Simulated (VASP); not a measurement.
# W (Fd-3m) in VASP: relaxation of cell and atoms with r2SCAN

Aim: the relaxation of cell and atoms of W with r2SCAN.

Everything below comes from runs of VASP 6.6.1. Logs are shortened: lines on timing, memory, paths and dates and some standing lists are left out, and cuts for length are marked.

**1. The cell of the first run**

Symmetry: Fd-3m, No. 227, cubic system. The conventional cell has a = 5.789 Å, b = 5.789 Å, c = 5.789 Å, α = 90.00°, β = 90.00°, γ = 90.00°. W (site symmetry -43m) has 4 W at 2.51 Å within 3.3 Å.

This isn't the form of W at room conditions, which is bcc.

**2. Relaxation of cell and atoms, r2SCAN**

Contents of POSCAR:

```
W
1.0
    0.0000000000      2.8945291428      2.8945291428
    2.8945291428      0.0000000000      2.8945291428
    2.8945291428      2.8945291428      0.0000000000
W
2
Direct
    0.0000000000      0.0000000000      0.0000000000
    0.2500000000      0.2500000000      0.2500000000
```

Contents of INCAR.step1:

```
ALGO = Normal
EDIFF = 1E-4
ENCUT = 600
GGA = PE
ISMEAR = 0
LASPH = T
LCHARG = F
LREAL = F
LWAVE = T
NELM = 60
PREC = Accurate
SIGMA = 0.1
```

Contents of INCAR.step2:

```
ALGO = Normal
EDIFF = 1E-7
EDIFFG = -0.01
ENCUT = 600
IBRION = 2
ISIF = 3
ISMEAR = 0
ISTART = 1
LASPH = T
LCHARG = F
LMIXTAU = T
LREAL = F
LWAVE = F
METAGGA = R2SCAN
NELM = 60
NSW = 100
PREC = Accurate
SIGMA = 0.1
```

Contents of KPOINTS:

```
k-points
0
Gamma
  16 16 16
```

Potentials or basis: VASP PAW PBE potentials, release 64 (W_sv).

Started as:

```console
> cat potpaw_PBE.64/W_sv/POTCAR > POTCAR
> cp INCAR.step1 INCAR
> mpirun -np 1 vasp_std > vasp.out
> cp INCAR.step2 INCAR
> mpirun -np 1 vasp_std > vasp.out
```

OUTCAR:

```text
EDIFF = 1E-7
   EDIFFG = -0.01
   ENCUT = 600
   IBRION = 2
   ISIF = 3
   ISMEAR = 0
   ISTART = 1
   LASPH = T
   LREAL = F
   METAGGA = R2SCAN
   NELM = 60
   NSW = 100
   PREC = Accurate

 ion  position               nearest neighbor table
   1  0.000  0.000  0.000-   2 2.51   2 2.51   2 2.51   2 2.51
   2  0.250  0.250  0.250-   1 2.51   1 2.51   1 2.51   1 2.51

  LATTYP: Found a face centered cubic cell.
 ALAT       =     5.7890582856

  Lattice vectors:

 A1 = (   0.0000000000,   2.8945291428,   2.8945291428)
 A2 = (   2.8945291428,   0.0000000000,   2.8945291428)
 A3 = (   2.8945291428,   2.8945291428,   0.0000000000)

Analysis of symmetry for initial positions (statically):
=====================================================================
 Subroutine PRICEL returns:
 Original cell was already a primitive cell.

 Routine SETGRP: Setting up the symmetry group for a
 face centered cubic supercell.

 Subroutine GETGRP returns: Found 48 space group operations
 (whereof 24 operations were pure point group operations)
 out of a pool of 48 trial point group operations.

The static configuration has the point symmetry T_d .
 The point group associated with its full space group is O_h .

Analysis of symmetry for dynamics (positions and initial velocities):
=====================================================================
 Subroutine PRICEL returns:
 Original cell was already a primitive cell.

 Routine SETGRP: Setting up the symmetry group for a
 face centered cubic supercell.

 Subroutine GETGRP returns: Found 48 space group operations
 (whereof 24 operations were pure point group operations)
 out of a pool of 48 trial point group operations.

The dynamic configuration has the point symmetry T_d .
 The point group associated with its full space group is O_h .

 Subroutine INISYM returns: Found 48 space group operations
 (whereof 24 operations are pure point group operations),
 and found     1 'primitive' translations

----------------------------------------------------------------------------------------

                                     Primitive cell

  volume of cell :      48.5025

  direct lattice vectors                    reciprocal lattice vectors
     0.000000000  2.894529143  2.894529143    -0.172739667  0.172739667  0.172739667
     2.894529143  0.000000000  2.894529143     0.172739667 -0.172739667  0.172739667
     2.894529143  2.894529143  0.000000000     0.172739667  0.172739667 -0.172739667

  length of vectors
     4.093482370  4.093482370  4.093482370     0.299193880  0.299193880  0.299193880

  position of ions in fractional coordinates (direct lattice)
     0.000000000  0.000000000  0.000000000
     0.250000000  0.250000000  0.250000000

  ion indices of the primitive-cell ions
   primitive index   ion index
                 1           1
                 2           2

----------------------------------------------------------------------------------------

 KPOINTS: k-points

Automatic generation of k-mesh.
 Grid dimensions read from file:
 generate k-points for:   16   16   16

 Generating k-lattice:

  Cartesian coordinates                     Fractional coordinates (reciprocal lattice)
    -0.010796229  0.010796229  0.010796229     0.062500000  0.000000000  0.000000000
     0.010796229 -0.010796229  0.010796229     0.000000000  0.062500000  0.000000000
     0.010796229  0.010796229 -0.010796229     0.000000000  0.000000000  0.062500000

  Length of vectors
     0.018699617  0.018699617  0.018699617

  Shift w.r.t. Gamma in fractional coordinates (k-lattice)
     0.000000000  0.000000000  0.000000000

 Subroutine IBZKPT returns following result:
 ===========================================

 Found    145 irreducible k-points:

 Following reciprocal coordinates:
            Coordinates               Weight
  0.000000  0.000000  0.000000      1.000000
  0.062500  0.000000  0.000000      8.000000
  0.125000  0.000000  0.000000      8.000000
  0.187500  0.000000  0.000000      8.000000
  0.250000  0.000000  0.000000      8.000000
  0.312500  0.000000  0.000000      8.000000
[... 16 lines left out ...]
 -0.125000  0.062500  0.000000     24.000000
 -0.062500  0.062500  0.000000     12.000000
 [... further k-points ...]
   k-points           NKPTS =    145   k-points in BZ     NKDIM =    145   number of bands    NBANDS=     18
   number of dos      NEDOS =    301   number of ions     NIONS =      2
   total plane-waves  NPLWV =  46656
   dimension x,y,z NGX =    36 NGY =   36 NGZ =   36
   dimension x,y,z NGXF=    72 NGYF=   72 NGZF=   72
   ions per type =               2
   NGX,Y,Z   is equivalent  to a cutoff of  14.62, 14.62, 14.62 a.u.
   NGXF,Y,Z  is equivalent  to a cutoff of  29.24, 29.24, 29.24 a.u.
 SYSTEM =  unknown system
   PREC   = accura    normal or accurate (medium, high low for compatibility)
   ISTART =      1    job   : 0-new  1-cont  2-samecut
   ICHARG =      0    charge: 1-file 2-atom 10-const
   ISPIN  =      1    spin polarized calculation?
   LNONCOLLINEAR =      F non collinear calculations
   LSORBIT =      F    spin-orbit coupling
   LASPH  =      T    aspherical Exc in radial PAW
   ENCUT  =  600.0 eV  44.10 Ry    6.64 a.u.   8.18  8.18  8.18*2*pi/ulx,y,z
   NELM   =     60;   NELMIN=  2; NELMDL=  0     # of ELM steps
   EDIFF  = 0.1E-06   stopping-criterion for ELM
   LREAL  =      F    real-space projection
   EDIFFG = -.1E-01   stopping-criterion for IOM
   NSW    =    100    number of steps for IOM
   IBRION =      2    ionic relax: 0-MD 1-quasi-New 2-CG
   NFREE  =      1    steps in history (QN), initial steepest desc. (CG)
   ISIF   =      3    stress and relaxation
   ISYM   =      2    0-nonsym 1-usesym 2-fastsym
   POTIM  = 0.5000    time-step for ionic-motion
   TEBEG  =    0.0;   TEEND  =   0.0 temperature during run
   PSTRESS=    0.0 pullay stress
   NELECT =      28.0000    total number of electrons
   NUPDOWN=      -1.0000    fix difference up-down
   EMIN   =  10.00;   EMAX   =-10.00  energy-range for DOS
   EFERMI =   0.00;   METHOD = LEGACY
   ISMEAR =     0;   SIGMA  =   0.10  broadening in eV -4-tet -1-fermi 0-gaus
   EFERMI_NEDOS =   21; number of points for ismear=-14 and -15
   IALGO  =     38    algorithm
   IMIX   =      4    mixing-type and parameters
     AMIX     =   0.40;   BMIX     =  1.00
     AMIX_MAG =   1.60;   BMIX_MAG =  1.00
  volume/ion in A,a.u.               =      24.25       163.66
  Fermi-wavevector in a.u.,A,eV,Ry     =   1.363137  2.575956 25.281572  1.858143
  Thomas-Fermi vector in A             =   2.489566
   LORBIT       =      0    0 simple, 1 ext, 2 COOP (PROOUT), +10 PAW based schemes
   METAGGA = R2SCAN    functional components
   LHFCALC =     F    Hartree Fock is set to
   AEXX    =    0.0000 exact exchange contribution
   IVDW    =     0    specifies the selected vdW correction
   LEPSILON=     F    determine dielectric tensor
   LRPA    =     F    only Hartree local field effects (RPA)
 conjugate gradient relaxation of ions
 non-spin polarized calculation
 Gauss-broadening in eV      SIGMA  =   0.10
  energy-cutoff  :      600.00
  volume of cell :       48.50
 maximum number of plane-waves:      1639
 NGX is ok and might be reduce to    36
   NGX = 17   NGY = 17   NGZ = 17

--------------------------------------- Ionic step        1  -------------------------------------------

 number of electron      28.0000001 magnetization

 Free energy of the ion-electron system (eV)
  ---------------------------------------------------
  ext. energy  EPLUGINS =         0.00000000
  ---------------------------------------------------
  free energy    TOTEN  =       -97.05129557 eV

  energy without entropy =      -97.03582713  energy(sigma->0) =      -97.04356135

------------------------ aborting loop because EDIFF is reached ----------------------------------------

  FORCE on cell =-STRESS in cart. coord.  units (eV):
  Direction    XX          YY          ZZ          XY          YZ          ZX
  --------------------------------------------------------------------------------------
  -------------------------------------------------------------------------------------
  Total        0.2821391      0.2821391      0.2821391      0.0000000     -0.0000000      0.0000000
  in kB        9.3198751      9.3198751      9.3198751      0.0000000     -0.0000000      0.0000000
  external PRESSURE =       9.3198751 kB  Pullay stress =       0.0000000 kB
[... 57 lines left out ...]
  energy  without entropy=      -97.0335269769  energy(sigma->0) =      -97.04127682

--------------------------------------- Ionic step        3  -------------------------------------------

 number of electron      28.0000002 magnetization

 Free energy of the ion-electron system (eV)
  ---------------------------------------------------
  ext. energy  EPLUGINS =         0.00000000
  ---------------------------------------------------
  free energy    TOTEN  =       -97.05231355 eV

  energy without entropy =      -97.03681152  energy(sigma->0) =      -97.04456253

 E-fermi :   5.2273     XC(G=0): -11.6113

 val. band max:        5.2204489375   @ k =   0.4375   0.1250   0.0625
 cond. band min:       5.2313762750   @ k =  -0.3750   0.3125   0.0625
 fundamental gap:      0.0109273375
 Fermi energy:         5.2273408541

 k-point     1 :       0.0000    0.0000    0.0000
  band No.  band energies     occupation
      1     -69.7479      2.00000
      2     -69.3777      2.00000
      3     -33.7367      2.00000
      4     -33.7367      2.00000
      5     -33.7367      2.00000
      6     -32.7287      2.00000
[... 10 lines left out ...]
     17       6.8843      0.00000
     18      10.9166      0.00000
[... 466 lines left out ...]
      2     -69.3849      2.00000
      3     -33.7569      2.00000
      4     -33.7450      2.00000
      5     -33.7300      2.00000
      6     -32.7366      2.00000
[... 10 lines left out ...]
     17       6.9225      0.00000
     18      10.7812      0.00000

 [... further k-points ...]

------------------------ aborting loop because EDIFF is reached ----------------------------------------

  FORCE on cell =-STRESS in cart. coord.  units (eV):
  Direction    XX          YY          ZZ          XY          YZ          ZX
  --------------------------------------------------------------------------------------
  -------------------------------------------------------------------------------------
  Total        0.0026926      0.0026926      0.0026926      0.0000000      0.0000000      0.0000000
  in kB        0.0882997      0.0882997      0.0882997      0.0000000      0.0000000      0.0000000
  external PRESSURE =       0.0882997 kB  Pullay stress =       0.0000000 kB
[... 17 lines left out ...]
  FREE ENERGIE OF THE ION-ELECTRON SYSTEM (eV)
  ---------------------------------------------------
  free  energy   TOTEN  =       -97.0523135487 eV

  energy  without entropy=      -97.0368115204  energy(sigma->0) =      -97.04456253

 reached required accuracy - stopping structural energy minimisation
```

It took 35 min on 1 thread of Oxide Virtual Turin-like, shared host; peak memory 0.28 GiB.

Results:

```yaml
Free_energy: -97.0523 eV
Relaxed_volume: 24.43 Å³/atom
Relaxed_cell: a = 4.103 Å, b = 4.103 Å, c = 4.103 Å, α = 60.00°, β = 60.00°, γ = 60.00°
Space_group_after_relaxing_to_0.1_Å: Fd-3m (No. 227)
Energy_gained_by_relaxing: 0.5 meV/atom
Ionic_steps: 3
Pressure_after_relaxing: 0.0 GPa
Band_gap_on_the_k_mesh: zero (bands 14 and 15 overlap by 0.97 eV)
```

The path:
```
step  energy change (eV)  largest force (eV/Å)  pressure (GPa)  volume (Å³)
   1              0.0000                0.0000            0.93        48.50
   2              0.0023                0.0000           -1.61        49.50
   3             -0.0010                0.0000            0.01        48.86
```

Final structure:
```xyz
2
Lattice="0.0000 2.9015 2.9015 2.9015 0.0000 2.9015 2.9015 2.9015 0.0000" Properties=species:S:1:pos:R:3 pbc="T T T"
W     0.0000    0.0000    0.0000
W     1.4508    1.4508    1.4508
```

Caveat: the PAW data sets were made with another functional, which shifts forces and pressure a little; spin-orbit coupling is left out, which moves the levels of the heavy elements.
